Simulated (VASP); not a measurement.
Here is a VASP 6.6.1 calculation.

File INCAR:

```
  PREC = Accurate
  ENCUT = 520
  EDIFF = 1E-7
  ISMEAR = 0
  SIGMA = 0.1
  LREAL = Auto
  LASPH = T
  NELM = 60
  ALGO = Normal
  ISIF = 2
  LWAVE = F
  LCHARG = T
  GGA = PE
  LELF = T
  LVHAR = T
  NBANDS = 131
  ISYM = 0
```

The input KPOINTS:

```
Automatic mesh
0
Gamma
  2 2 2
  0.5 0.5 0.5
```

File POSCAR:

```
Si4Sn15C
1.0
    3.2036726258      3.1766217629      6.0241434001
   -3.2052420289     -3.2238080222      6.0485212313
    9.4030121654     -6.2022588840      3.0405822351
C Si Sn
1 4 15
Direct
    0.5925019104      1.0021904965      0.8204056822
    0.4893480396      0.2753117710      0.8112406081
    0.8715457364      0.8965060296      0.8140324163
    0.4177449756      0.8922913661      0.9502392576
    0.7892221539      0.8807325430      0.1907552107
    0.1553042778      0.9936553407      0.6334113495
    0.1463160344      0.5424090658      0.8051022289
    0.0169926046     -0.0108234228     -0.0178617555
    0.4355119345     -0.0076020806      0.1638797463
    0.2904527866      0.4987569723      0.3988011588
    0.7874572560      0.9910738992      0.4039633104
    0.6758516522      0.4739908647      0.6399075888
    0.5165698131      0.5193442281      0.9567205058
    0.8939602357      0.5220244682      0.1974271135
    0.5533870506      0.8762273383      0.6496375099
    0.6699850338      0.3803781424      0.4106946736
    0.1881599400      0.8842958663      0.3924400353
    0.0707176136      0.3792460041      0.6217734424
    0.8845114487      0.3772851549      0.9860361166
    0.2921675242      0.3857538019      0.1754974128
```

Potentials or basis: VASP PAW PBE potentials, release 64 (C, Si, Sn_d).

Launch:

```sh
$ cat potpaw_PBE.64/C/POTCAR potpaw_PBE.64/Si/POTCAR potpaw_PBE.64/Sn_d/POTCAR > POTCAR
$ mpirun -np 1 vasp_std > vasp.out
```

(1) What does it give for the pressure?

(2) Estimate the band gap on the k mesh.

Answers

(1) 0.0 GPa.

(2) zero (bands 115 and 116 overlap by 0.12 eV).

Caveat: the k points lie up to 0.46 Å⁻¹ apart; semilocal functionals underestimate gaps, so a narrow gap can read as zero; spin-orbit coupling is left out, which moves the levels of the heavy elements.
